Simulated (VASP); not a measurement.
SbMo: single point with PBE

The system is SbMo.

```
Mo Sb
1.0
     0.00000    3.02123    3.02123
     3.02123    0.00000    3.02123
     3.02123    3.02123    0.00000
Mo Sb
1 1
Direct
  0.00000 0.00000 0.00000
  0.25000 0.25000 0.25000
```

This cell differs from its parent crystal: volume scaled by 0.960.

| Quantity | Value |
| --- | --- |
| Program | VASP 6.6.1 |
| Task | single point |
| Functional | PBE |
| Potentials or basis | VASP PAW PBE potentials, release 64 (Mo_sv, Sb) |
| Cutoff | 520 eV |
| k mesh | 10 × 10 × 10 |
| Occupations | gaussian, width 0.05 eV |
| Spin | no spin polarisation |

```
Pressure : 3.5 GPa
```

Levels at points of the mesh, in eV from the Fermi level:
```csv
k point,band 7,band 8,band 9,band 10,band 11,band 12
"(0.00, 0.00, 0.00)",-2.71,-2.71,-0.17,-0.17,3.85,5.68
"(0.50, 0.00, 0.00)",-2.39,-2.39,0.04,0.04,0.29,3.29
"(0.50, 0.50, 0.00)",-1.52,-1.52,-0.79,0.21,0.50,1.04
```

Run time: 67 s on 1 thread of Intel(R) Xeon(R) Platinum 8259CL CPU @ 2.50GHz (Skylake/Cascade Lake), with other jobs on the host, peak memory 0.19 GiB.

Caveat: spin-orbit coupling is left out, which moves the levels of the heavy elements.
